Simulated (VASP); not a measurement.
Mn: single point with PBE

Crystal: Mn.

```
Mn
1.0
     0.00000    1.82445    1.82445
     1.82445    0.00000    1.82445
     1.82445    1.82445    0.00000
Mn
2
Direct
  0.87500 0.87500 0.87500
  0.12500 0.12500 0.12500
```

This isn't the form of Mn at room conditions, which is a 58-atom cubic cell.

| Quantity | Value |
| --- | --- |
| Program | VASP 6.6.1 |
| Task | single point |
| Functional | PBE |
| Potentials or basis | VASP PAW PBE potentials, release 64 (Mn_pv) |
| Cutoff | 520 eV |
| k mesh | 14 × 14 × 14 |
| Occupations | fermi-dirac, width 0.1 eV |
| Spin | collinear spin, ferromagnetic start |
| Starting moments | [3.0, 3.0] μB |
| Dipole correction | no |
| k mesh for the DOS | 21 × 21 × 21 |
| Occupations for the DOS | tetrahedron |
| Further INCAR settings | ALGO = Normal; EDIFF = 1e-06; NBANDS = 24 |

The net moment is 0.00 μB per cell.

Levels at points of the mesh, in eV from the Fermi level:
Spin up:
```csv
k point,band 9,band 10,band 11,band 12,band 13,band 14,band 15,band 16,band 17,band 18
"(0.00, 0.00, 0.00)",-8.70,-4.82,-4.82,-4.82,0.17,0.17,0.17,5.63,5.63,18.99
```
Spin down:
| k point | band 9 | band 10 | band 11 | band 12 | band 13 | band 14 | band 15 | band 16 | band 17 | band 18 |
| --- | --- | --- | --- | --- | --- | --- | --- | --- | --- | --- |
| (0.00, 0.00, 0.00) | -8.70 | -4.82 | -4.82 | -4.82 | 0.17 | 0.17 | 0.17 | 5.63 | 5.63 | 18.99 |

It took 62 s on 1 thread of Intel(R) Xeon(R) 6975P-C (Granite Rapids), with other jobs on the host, peak memory 0.22 GiB.

Caveat: atoms lie so close that the PAW spheres overlap strongly, which falsifies energies and pressures.
